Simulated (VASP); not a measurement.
A run of VASP 6.6.1:

File INCAR:

```
SYSTEM = Sn
PREC = Accurate ; ENCUT = 520
EDIFF = 1E-7 ; ISMEAR = -1
SIGMA = 0.02 ; LREAL = .False.
LASPH = .True. ; NELM = 60
ALGO = Normal ; ISIF = 2
LWAVE = .False. ; LCHARG = .False.
LDIPOL = .True. ; IDIPOL = 3
DIPOL = 0.5 0.5 0.500 ; GGA = PE
NBANDS = 36
```

KPOINTS

```
Automatic mesh
0
Gamma
  6 6 1
  0 0 0
```

POSCAR

```
Sn
1.0
    4.7064645919      0.0000000000      0.0000000000
   -2.3532322959      4.0759178986      0.0000000000
    0.0000000000      0.0000000000     20.8035000000
Sn
4
Direct
    0.1666666667      0.3333333333      0.3833337046
    0.5000000000      1.0000000000      0.4281493754
    0.5000000000      1.0000000000      0.5718507415
    0.8333333333      0.6666666667      0.6166661790
```

Potentials or basis: VASP PAW PBE potentials, release 64 (Sn_d).

Launch:

```sh
$ cat potpaw_PBE.64/Sn_d/POTCAR > POTCAR
$ mpirun -np 1 vasp_std > vasp.out
```

Hardware: 1 thread of Intel Xeon 6975P-C (shared host).

Task: How long does it take, and how much memory?

Result: It took 3.4 min on 1 thread of Intel Xeon 6975P-C, with other jobs on the host, peak memory 0.47 GiB. Counts: scf iterations 25, k points 7.
